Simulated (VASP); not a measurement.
# W: electric field gradients with LDA

Crystal: W.

```
W
1.0
     0.00000    2.03674    2.03674
     2.03674    0.00000    2.03674
     2.03674    2.03674    0.00000
W
1
Cartesian
  0.0000 0.0000 0.0000
```

This cell differs from its parent crystal: volume scaled by 1.01.

| Item | Value |
| --- | --- |
| Program | VASP 6.6.1 |
| Task | electric field gradients |
| Functional | LDA |
| Potentials or basis | VASP PAW LDA potentials, release 64 (W_sv) |
| Cutoff | 520 eV |
| k mesh | 14 × 14 × 14 |
| Occupations | fermi-dirac, width 0.05 eV |
| Spin | no spin polarisation |
| Dipole correction | no |
| Further INCAR settings | ALGO = Normal; EDIFF = 1e-08; NBANDS = 13 |

- Pressure: -18.7 GPa
- Band gap on the k mesh: zero (band 7 reaches 12.99 eV, above the bottom of band 8 at 9.40 eV)

Levels at points of the mesh, in eV from the Fermi level:
```tsv
k point	band 5	band 6	band 7	band 8	band 9	band 10
(0.00, 0.00, 0.00)	-8.72	-0.52	-0.52	-0.52	2.43	2.43
(0.50, 0.00, 0.00)	-5.39	-0.75	-0.75	0.73	4.83	4.83
(0.50, 0.50, 0.00)	-5.25	-4.31	3.06	4.77	5.54	5.54
```

It took 11 s on 1 thread of Intel(R) Xeon(R) Platinum 8259CL CPU @ 2.50GHz (Skylake/Cascade Lake), with other jobs on the host, peak memory 0.14 GiB.

Caveat: without QUAD_EFG the Cq values of the log hold for a quadrupole moment of 1 mb, not for the nuclei; spin-orbit coupling is left out, which moves the levels of the heavy elements.
